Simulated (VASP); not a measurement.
Runs of VASP 6.6.1 on MnO2. The structure is that of space group R-3m (No. 166), or close to it. The cells are those of the table. 

| level | potentials or basis | cell | gap on the mesh (eV) | pressure (GPa) | moment (μB) | largest force (eV/Å) |
| --- | --- | --- | --- | --- | --- | --- |
| PBE | VASP PAW PBE potentials, release 64 (Mn_pv, O) | a = 4.967 Å, angles 34.1°, 3 atoms | (a) | -4.9 | 3.00 | 0.47 |
| LDA | VASP PAW LDA potentials, release 64 (Mn_pv, O) | a = 4.772 Å, angles 34.1°, 3 atoms | 0.11 | 5.7 | 2.99 | 0.50 |
| LDA | VASP PAW LDA potentials, release 64 (Mn_pv, O) | a = 4.806 Å, angles 34.1°, 3 atoms | 0.19 | 0.8 | 2.99 | 0.16 |
| PBEsol+D3(BJ) | VASP PAW PBE potentials, release 64 (Mn_pv, O) | a = 4.872 Å, angles 34.1°, 3 atoms | 0.73 | (b) | 3.00 | 0.08 |
| PBEsol | VASP PAW PBE potentials, release 64 (Mn_pv, O) | a = 4.967 Å, angles 34.1°, 3 atoms | (c) | -11.2 | 3.00 | 0.84 |

Alike in all rows: task single point; spin collinear, ferromagnetic start; k mesh 11 × 11 × 11; cutoff (eV) 520; smearing fermi-dirac 0.05 eV.

Fill in the values left out.

(a) 1.04; (b) -2.8; (c) 0.94.

Caveats: an odd mesh through Γ misses points on the zone boundary, where band edges can lie; a cell with one magnetic atom can't hold antiferromagnetic order, which such compounds often take; the cell stands under tension (at least some runs); the PAW data sets were made with another functional, which shifts forces and pressure a little (at least some runs); the cell stands under pressure (at least some runs); three body term missing (at least some runs).
